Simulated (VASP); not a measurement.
Set up this calculation in VASP 6.6.1, as the native input.

```
Task                   : single point
Functional             : PBE
Potentials or basis    : VASP PAW PBE potentials, release 64 (Sn_d, O)
Cutoff                 : 520 eV
k mesh                 : 4 × 4 × 4
Occupations            : gaussian, width 0.01 eV
Spin                   : no spin polarisation
Dipole correction      : no
Further INCAR settings : ALGO = Normal; EDIFF = 1e-06; NBANDS = 20
```

The structure of SnO2 lies in POSCAR:

```
SnO2
1.0
    0.0000000000      2.5334669701      2.5334669701
    2.5334669701      0.0000000000      2.5334669701
    2.5334669701      2.5334669701      0.0000000000
Sn O
1 2
Direct
    0.0000000000      0.0000000000      0.0000000000
    0.2500000000      0.2500000000      0.2500000000
    0.7500000000      0.7500000000      0.7500000000
```

These files were run (other wordings do the same):

INCAR

```
SYSTEM = SnO2
ALGO     = Normal         ! electronic algorithm
EDIFF    = 1E-6           ! SCF threshold, eV
ENCUT    = 520            ! plane-wave cutoff, eV
GGA      = PE             ! functional
ISIF     = 2              ! what is computed and relaxed
ISMEAR   = 0              ! smearing method
LASPH    = .True.         ! aspherical terms in the spheres
LCHARG   = .True.         ! write CHGCAR
LELF     = .True.         ! ELF
LREAL    = .False.        ! projectors in reciprocal space
LVHAR    = .True.       
LWAVE    = .False.        ! write WAVECAR
NBANDS   = 20             ! bands
NELM     = 100            ! most SCF steps
PREC     = Accurate       ! precision mode
SIGMA    = 0.01           ! smearing width, eV
```

KPOINTS

```
k-points
0
Gamma
  4 4 4
  0 0 0
```

Potentials or basis: VASP PAW PBE potentials, release 64 (Sn_d, O).

Run with:

```console
$ cat potpaw_PBE.64/Sn_d/POTCAR potpaw_PBE.64/O/POTCAR > POTCAR
$ mpirun -np 1 vasp_std > vasp.out
```

Results of the run:

```yaml
Pressure: 9.7 GPa
Band_gap_on_the_k_mesh: 0.27 eV, indirect (least direct gap 1.67 eV)
```

Caveat: the k points lie up to 0.54 Å⁻¹ apart; spin-orbit coupling is left out, which moves the levels of the heavy elements.

It took 18 s on 1 thread of AMD EPYC 7R13 (shared host), peak memory 0.12 GiB.
